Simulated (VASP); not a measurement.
# Sc (I4/mmm) in VASP: further runs

Runs on Sc. Level: PBEsol. Tasks: single point.

All numbers are computed with VASP 6.6.1; they aren't measurements. Logs are shortened: lines on timing, memory, paths and dates and some standing lists are left out, and cuts for length are marked.

**1. The cell of the first run**

It takes space group I4/mmm (No. 139, tetragonal). Conventional cell: a = 3.681 Å, b = 3.681 Å, c = 4.664 Å, α = 90.00°, β = 90.00°, γ = 90.00°. Within 4.7 Å of Sc (site symmetry 4/mmm) lie 14 Sc at 3.49 to 4.66 Å.

**2. Single point, PBEsol**

Contents of INCAR:

```
SYSTEM = Sc
PREC     = Accurate       ! precision mode
ENCUT    = 520            ! plane-wave cutoff, eV
EDIFF    = 1E-6           ! SCF threshold, eV
ISMEAR   = 1              ! smearing method
SIGMA    = 0.15           ! smearing width, eV
LREAL    = .FALSE.        ! projectors in reciprocal space
LASPH    = .TRUE.         ! aspherical terms in the spheres
NELM     = 100            ! most SCF steps
ALGO     = Normal         ! electronic algorithm
ISIF     = 2              ! what is computed and relaxed
LWAVE    = .FALSE.        ! write WAVECAR
LCHARG   = .FALSE.        ! write CHGCAR
GGA      = PS             ! functional
NBANDS   = 12             ! bands
```

Contents of KPOINTS:

```
Automatic mesh
0
G
  11 11 11
  0 0 0
```

Contents of POSCAR:

```
Sc
1.0
   -1.8406422983      1.8406422983      2.3319047318
    1.8406422983     -1.8406422983      2.3319047318
    1.8406422983      1.8406422983     -2.3319047318
Sc
1
Direct
    0.0000000000      0.0000000000      0.0000000000
```

Potentials or basis: VASP PAW PBE potentials, release 64 (Sc_sv).

Run with:

```sh
$ cat potpaw_PBE.64/Sc_sv/POTCAR > POTCAR
$ mpirun -np 1 vasp_std > vasp.out
```

OUTCAR:

```text
SYSTEM = Sc
   PREC = Accurate
   ENCUT = 520
   EDIFF = 1E-6
   ISMEAR = 1
   LREAL = .FALSE.
   LASPH = .TRUE.
   NELM = 100
   ISIF = 2
   GGA = PS

 ion  position               nearest neighbor table
   1  0.000  0.000  0.000-

  LATTYP: Found a body centered tetragonal cell.
 ALAT       =     3.6812845966
 C/A-ratio  =     1.2668972858

  Lattice vectors:

 A1 = (  -1.8406422983,   1.8406422983,   2.3319047318)
 A2 = (   1.8406422983,  -1.8406422983,   2.3319047318)
 A3 = (   1.8406422983,   1.8406422983,  -2.3319047318)

Analysis of symmetry for initial positions (statically):
=====================================================================
 Subroutine PRICEL returns:
 Original cell was already a primitive cell.

 Routine SETGRP: Setting up the symmetry group for a
 body centered tetragonal supercell.

 Subroutine GETGRP returns: Found 16 space group operations
 (whereof 16 operations were pure point group operations)
 out of a pool of 16 trial point group operations.

The static configuration has the point symmetry D_4h.

Analysis of symmetry for dynamics (positions and initial velocities):
=====================================================================
 Subroutine PRICEL returns:
 Original cell was already a primitive cell.

 Routine SETGRP: Setting up the symmetry group for a
 body centered tetragonal supercell.

 Subroutine GETGRP returns: Found 16 space group operations
 (whereof 16 operations were pure point group operations)
 out of a pool of 16 trial point group operations.

The dynamic configuration has the point symmetry D_4h.

 Subroutine INISYM returns: Found 16 space group operations
 (whereof 16 operations are pure point group operations),
 and found     1 'primitive' translations

----------------------------------------------------------------------------------------

                                     Primitive cell

  volume of cell :      31.6016

  direct lattice vectors                    reciprocal lattice vectors
    -1.840642298  1.840642298  2.331904732     0.000000000  0.271644306  0.214416993
     1.840642298 -1.840642298  2.331904732     0.271644306  0.000000000  0.214416993
     1.840642298  1.840642298 -2.331904732     0.271644306  0.271644306  0.000000000

  length of vectors
     3.494811557  3.494811557  3.494811557     0.346071201  0.346071201  0.384163062

  position of ions in fractional coordinates (direct lattice)
     0.000000000  0.000000000  0.000000000

  ion indices of the primitive-cell ions
   primitive index   ion index
                 1           1

----------------------------------------------------------------------------------------

 KPOINTS: Automatic mesh

Automatic generation of k-mesh.
 Grid dimensions read from file:
 generate k-points for:   11   11   11

 Generating k-lattice:

  Cartesian coordinates                     Fractional coordinates (reciprocal lattice)
     0.000000000  0.024694937  0.019492454     0.090909091  0.000000000  0.000000000
     0.024694937  0.000000000  0.019492454     0.000000000  0.090909091  0.000000000
     0.024694937  0.024694937  0.000000000     0.000000000  0.000000000  0.090909091

  Length of vectors
     0.031461018  0.031461018  0.034923915

  Shift w.r.t. Gamma in fractional coordinates (k-lattice)
     0.000000000  0.000000000  0.000000000

 Subroutine IBZKPT returns following result:
 ===========================================

 Found    126 irreducible k-points:

 Following reciprocal coordinates:
            Coordinates               Weight
  0.000000  0.000000  0.000000      1.000000
  0.090909  0.000000  0.000000      8.000000
  0.181818  0.000000  0.000000      8.000000
  0.272727  0.000000 -0.000000      8.000000
  0.363636 -0.000000  0.000000      8.000000
  0.454545  0.000000  0.000000      8.000000
[... 16 lines left out ...]
 -0.272727  0.181818  0.000000     16.000000
 -0.181818  0.181818  0.000000      4.000000
 [... further k-points ...]
   k-points           NKPTS =    126   k-points in BZ     NKDIM =    126   number of bands    NBANDS=     12
   number of dos      NEDOS =    301   number of ions     NIONS =      1
   total plane-waves  NPLWV =  21952
   dimension x,y,z NGX =    28 NGY =   28 NGZ =   28
   dimension x,y,z NGXF=    56 NGYF=   56 NGZF=   56
   ions per type =               1
   NGX,Y,Z   is equivalent  to a cutoff of  13.32, 13.32, 13.32 a.u.
   NGXF,Y,Z  is equivalent  to a cutoff of  26.64, 26.64, 26.64 a.u.
 SYSTEM =  Sc
   PREC   = accura    normal or accurate (medium, high low for compatibility)
   ISTART =      0    job   : 0-new  1-cont  2-samecut
   ICHARG =      2    charge: 1-file 2-atom 10-const
   ISPIN  =      1    spin polarized calculation?
   LNONCOLLINEAR =      F non collinear calculations
   LSORBIT =      F    spin-orbit coupling
   LASPH  =      T    aspherical Exc in radial PAW
   ENCUT  =  520.0 eV  38.22 Ry    6.18 a.u.   6.50  6.50  6.50*2*pi/ulx,y,z
   NELM   =    100;   NELMIN=  2; NELMDL= -5     # of ELM steps
   EDIFF  = 0.1E-05   stopping-criterion for ELM
   LREAL  =      F    real-space projection
   EDIFFG = 0.1E-04   stopping-criterion for IOM
   NSW    =      0    number of steps for IOM
   IBRION =     -1    ionic relax: 0-MD 1-quasi-New 2-CG
   NFREE  =      0    steps in history (QN), initial steepest desc. (CG)
   ISIF   =      2    stress and relaxation
   ISYM   =      2    0-nonsym 1-usesym 2-fastsym
   POTIM  = 0.5000    time-step for ionic-motion
   TEBEG  =    0.0;   TEEND  =   0.0 temperature during run
   PSTRESS=    0.0 pullay stress
   NELECT =      11.0000    total number of electrons
   NUPDOWN=      -1.0000    fix difference up-down
   EMIN   =  10.00;   EMAX   =-10.00  energy-range for DOS
   EFERMI =   0.00;   METHOD = LEGACY
   ISMEAR =     1;   SIGMA  =   0.15  broadening in eV -4-tet -1-fermi 0-gaus
   EFERMI_NEDOS =   21; number of points for ismear=-14 and -15
   IALGO  =     38    algorithm
   IMIX   =      4    mixing-type and parameters
     AMIX     =   0.40;   BMIX     =  1.00
     AMIX_MAG =   1.60;   BMIX_MAG =  1.00
  volume/ion in A,a.u.               =      31.60       213.26
  Fermi-wavevector in a.u.,A,eV,Ry     =   1.151602  2.176213 18.043882  1.326188
  Thomas-Fermi vector in A             =   2.288259
   LORBIT       =      0    0 simple, 1 ext, 2 COOP (PROOUT), +10 PAW based schemes
   GGA     = PS    functional components
   LHFCALC =     F    Hartree Fock is set to
   AEXX    =    0.0000 exact exchange contribution
   IVDW    =     0    specifies the selected vdW correction
   LEPSILON=     F    determine dielectric tensor
   LRPA    =     F    only Hartree local field effects (RPA)
 non-spin polarized calculation
 Methfessel and Paxton  Order N= 1 SIGMA  =   0.15
  energy-cutoff  :      520.00
  volume of cell :       31.60
 maximum number of plane-waves:       867
 NGX is ok and might be reduce to    28
   NGX = 13   NGY = 13   NGZ = 13

 number of electron      11.0000002 magnetization

 Free energy of the ion-electron system (eV)
  ---------------------------------------------------
  ext. energy  EPLUGINS =         0.00000000
  ---------------------------------------------------
  free energy    TOTEN  =        -6.24336960 eV

  energy without entropy =       -6.24193884  energy(sigma->0) =       -6.24289268

 E-fermi :   2.3047     XC(G=0):  -9.0265

 val. band max:        2.2915197521   @ k =   0.2727   0.2727   0.0909
 cond. band min:       2.3095404096   @ k =  -0.4545   0.1818   0.0000
 fundamental gap:      0.0180206575
 Fermi energy:         2.3046520837

 k-point     1 :       0.0000    0.0000    0.0000
  band No.  band energies     occupation
      1     -47.6145      2.00000
      2     -26.2028      2.00000
      3     -26.2001      2.00000
      4     -26.2001      2.00000
      5      -2.3490      2.00000
      6       3.3886     -0.00000
      7       3.3886     -0.00000
      8       3.8666     -0.00000
      9       4.1829     -0.00000
     10       4.6995     -0.00000
     11      13.6969      0.00000
     12      15.6422      0.00000

 k-point     2 :       0.0909    0.0000    0.0000
  band No.  band energies     occupation
      1     -47.6129      2.00000
      2     -26.2147      2.00000
      3     -26.2030      2.00000
      4     -26.2023      2.00000
      5      -2.1794      2.00000
      6       3.3444     -0.00000
      7       3.4359     -0.00000
      8       3.8574     -0.00000
      9       4.1725     -0.00000
     10       4.6547     -0.00000
     11      13.6161      0.00000
     12      14.6776      0.00000

 k-point     3 :       0.1818    0.0000    0.0000
  band No.  band energies     occupation
      1     -47.6087      2.00000
      2     -26.2502      2.00000
      3     -26.2107      2.00000
      4     -26.2045      2.00000
      5      -1.6874      2.00000
      6       3.1460     -0.00000
      7       3.4828     -0.00000
      8       3.8975     -0.00000
      9       4.2454     -0.00000
     10       4.5808     -0.00000
     11      12.1159      0.00000
     12      14.1190      0.00000
[... 286 lines left out ...]
 k-point    23 :      -0.2727    0.1818    0.0000
  band No.  band energies     occupation
      1     -47.6036      2.00000
      2     -26.2751      2.00000
      3     -26.2291      2.00000
      4     -26.2166      2.00000
      5      -1.0053      2.00000
      6       2.7414     -0.00030
      7       3.4600     -0.00000
      8       4.0914     -0.00000
      9       4.2713     -0.00000
     10       4.7882     -0.00000
     11      11.9214      0.00000
     12      13.1240      0.00000

 k-point    24 :      -0.1818    0.1818    0.0000
  band No.  band energies     occupation
      1     -47.6076      2.00000
      2     -26.2464      2.00000
      3     -26.2225      2.00000
      4     -26.2097      2.00000
      5      -1.5365      2.00000
      6       2.9351     -0.00000
      7       3.7691     -0.00000
      8       3.8178     -0.00000
      9       4.1169     -0.00000
     10       4.7098     -0.00000
     11      13.6566      0.00000
     12      13.9354      0.00000

 [... further k-points ...]
[... 5 lines left out ...]
  --------------------------------------------------------------------------------------
  -------------------------------------------------------------------------------------
  Total       -2.0609231     -2.0609231     -1.7003565      0.0000000     -0.0000000      0.0000000
  in kB     -104.4871227   -104.4871227    -86.2066905      0.0000000     -0.0000000      0.0000000
  external PRESSURE =     -98.3936453 kB  Pullay stress =       0.0000000 kB

 VOLUME and BASIS-vectors are now :
 -----------------------------------------------------------------------------
  energy-cutoff  :      520.00
  volume of cell :       31.60
      direct lattice vectors                 reciprocal lattice vectors
    -1.840642298  1.840642298  2.331904732     0.000000000  0.271644306  0.214416993
     1.840642298 -1.840642298  2.331904732     0.271644306  0.000000000  0.214416993
     1.840642298  1.840642298 -2.331904732     0.271644306  0.271644306  0.000000000

 POSITION                                       TOTAL-FORCE (eV/Angst)
 -----------------------------------------------------------------------------------
      0.00000      0.00000      0.00000        -0.000000     -0.000000      0.000000
 -----------------------------------------------------------------------------------
    total drift:                               -0.000000     -0.000000     -0.000000

  FREE ENERGIE OF THE ION-ELECTRON SYSTEM (eV)
  ---------------------------------------------------
  free  energy   TOTEN  =        -6.2433695999 eV

  energy  without entropy=       -6.2419388350  energy(sigma->0) =       -6.24289268
```

It took 26 s on 1 thread of Intel Xeon Platinum 8488C (Sapphire Rapids), shared host; peak memory 0.18 GiB.

What came out:

| Quantity | Value |
| --- | --- |
| Free energy | -6.2434 eV |
| Pressure | -9.8 GPa |
| Band gap on the k mesh | zero (an odd number of electrons rules out a gap without spin polarisation) |

Caveat: the cell stands under tension; the PAW data sets were made with another functional, which shifts forces and pressure a little.

**3. Single point, PBEsol**

This run uses another cell than the first one, of 32.27 Å³/atom.

Contents of INCAR:

```
SYSTEM = Sc
ALGO = Normal
EDIFF = 1E-7
ENCUT = 520
GGA = PS
ISIF = 2
ISMEAR = 1
LASPH = .True.
LCHARG = .True.
LELF = .True.
LREAL = .False.
LVHAR = .True.
LWAVE = .False.
NBANDS = 12
NELM = 60
PREC = Accurate
SIGMA = 0.15
```

Contents of KPOINTS:

```
k-points
0
Gamma
  11 11 11
  0 0 0
```

Contents of POSCAR:

```
Sc
1.0
   -1.8536049951      1.8536049951      2.3483271372
    1.8536049951     -1.8536049951      2.3483271372
    1.8536049951      1.8536049951     -2.3483271372
Sc
1
Direct
    0.0000000000      0.0000000000      0.0000000000
```

Potentials or basis: VASP PAW PBE potentials, release 64 (Sc_sv).

Run with:

```sh
$ cat potpaw_PBE.64/Sc_sv/POTCAR > POTCAR
$ mpirun -np 1 vasp_std > vasp.out
```

Wall time 29 s (1 thread of Intel Xeon Platinum 8488C (Sapphire Rapids), shared host); peak memory 0.18 GiB.

The run converged. Its results:

```
Free energy            : -6.2016 eV
Pressure               : -10.2 GPa
Band gap on the k mesh : zero (an odd number of electrons rules out a gap without spin polarisation)
```

Stress tensor (GPa, compression positive):
```
-10.76   0.00   0.00
  0.00 -10.76   0.00
  0.00   0.00  -8.98
```

Levels at points of the mesh, in eV from the Fermi level:
```
           k point  band 1  band 2  band 3  band 4  band 5  band 6  band 7  band 8  band 9  band 10
(0.00, 0.00, 0.00)  -49.97  -28.57  -28.56  -28.56   -4.61    1.06    1.06    1.52    1.83     2.33
```

Caveat: the cell stands under tension; the PAW data sets were made with another functional, which shifts forces and pressure a little.

**4. Single point, PBEsol**

This run uses another cell than the first one, of 32.95 Å³/atom.

Contents of INCAR:

```
ALGO = Normal
EDIFF = 1E-6
ENCUT = 520
GGA = PS
ISIF = 2
ISMEAR = 1
LASPH = T
LCHARG = F
LREAL = F
LWAVE = F
NBANDS = 12
NELM = 60
PREC = Accurate
SIGMA = 0.15
```

Contents of KPOINTS:

```
k-points
0
Gamma
  11 11 11
```

Contents of POSCAR:

```
Sc
1.0
   -1.8663888818      1.8663888818      2.3645230085
    1.8663888818     -1.8663888818      2.3645230085
    1.8663888818      1.8663888818     -2.3645230085
Sc
1
Direct
    0.0000000000      0.0000000000      0.0000000000
```

Run with:

```sh
$ cat potpaw_PBE.64/Sc_sv/POTCAR > POTCAR
$ mpirun -np 1 vasp_std > vasp.out
```

Wall time 26 s (1 thread of Intel Xeon Platinum 8488C (Sapphire Rapids), shared host); peak memory 0.18 GiB.

It converged, with:

- Free energy: -6.1585 eV
- Pressure: -10.5 GPa
- Band gap on the k mesh: zero (an odd number of electrons rules out a gap without spin polarisation)

Stress tensor (GPa, compression positive):
```
-11.04   0.00   0.00
  0.00 -11.04   0.00
  0.00   0.00  -9.30
```

Levels at points of the mesh, in eV from the Fermi level:
| k point | band 2 | band 3 | band 4 | band 5 | band 6 | band 7 | band 8 | band 9 |
| --- | --- | --- | --- | --- | --- | --- | --- | --- |
| (0.00, 0.00, 0.00) | -28.62 | -28.62 | -28.62 | -4.56 | 1.03 | 1.03 | 1.48 | 1.78 |

Caveat: the cell stands under tension; the PAW data sets were made with another functional, which shifts forces and pressure a little.

**5. Summary**

```tsv
cell	gap on the mesh (eV)	pressure (GPa)
a = 3.495 Å, angles 116.4, 116.4, 96.3°, 1 atom	none	-9.8
a = 3.519 Å, angles 116.4, 116.4, 96.3°, 1 atom	none	-10.2
a = 3.544 Å, angles 116.4, 116.4, 96.3°, 1 atom	none	-10.5
```

Alike in all rows: task single point; level PBEsol; potentials or basis VASP PAW PBE potentials, release 64 (Sc_sv); no spin polarisation; k mesh 11 × 11 × 11; cutoff (eV) 520; smearing methfessel-paxton 0.15 eV.

Caveats: the cell stands under tension; the PAW data sets were made with another functional, which shifts forces and pressure a little.

Absolute energies hang on the potentials; compare differences alone.
